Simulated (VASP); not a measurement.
Write the native input for VASP 6.6.1 that does the following.

* Task: single point
* Functional: PBE
* Potentials or basis: VASP PAW PBE potentials, release 64 (Sb)
* Cutoff: 520 eV
* k mesh: 10 × 7 × 1
* Occupations: fermi-dirac, width 0.08 eV
* Spin: no spin polarisation
* Dipole correction: yes
* Further INCAR settings: ALGO = Normal; EDIFF = 1e-07; NBANDS = 24

The structure of Sb lies in POSCAR:

```
Sb
1.0
    3.3884663838      0.0000000000      0.0000000000
    0.0000000000      4.7920151155      0.0000000000
    0.0000000000      0.0000000000     24.4712000000
Sb
6
Direct
    0.2500000000      0.2500000000      0.3269155996
    0.7500000000      0.7500000000      0.3961493597
    0.2500000000      0.2500000000      0.4653831199
    0.7500000000      0.7500000000      0.5346168801
    0.2500000000      0.2500000000      0.6038506403
    0.7500000000      0.7500000000      0.6730844004
```

The input as run:

INCAR

```
  PREC = Accurate
  ENCUT = 520
  EDIFF = 1E-7
  ISMEAR = -1
  SIGMA = 0.08
  LREAL = F
  LASPH = T
  NELM = 80
  ALGO = Normal
  ISIF = 2
  LWAVE = F
  LCHARG = T
  LDIPOL = T
  IDIPOL = 3
  DIPOL = 0.5 0.5 0.500
  GGA = PE
  LELF = T
  LVHAR = T
  LVACPOTAV = T
  NBANDS = 24
```

KPOINTS

```
Automatic mesh
0
Gamma
  10 7 1
```

Potentials or basis: VASP PAW PBE potentials, release 64 (Sb).

The run is started by

```console
$ cat potpaw_PBE.64/Sb/POTCAR > POTCAR
$ mpirun -np 1 vasp_std > vasp.out
```

Results of the run:

```yaml
Largest_force: 0.771 eV/Å
Band_gap_on_the_k_mesh: zero (bands 15 and 16 overlap by 2.85 eV)
```

Caveat: spin-orbit coupling is left out, which moves the levels of the heavy elements.

Wall time 3.4 min on 1 thread of AMD EPYC 9R45 96-Core Processor (Zen 5), on a shared host, peak memory 0.5 GiB.
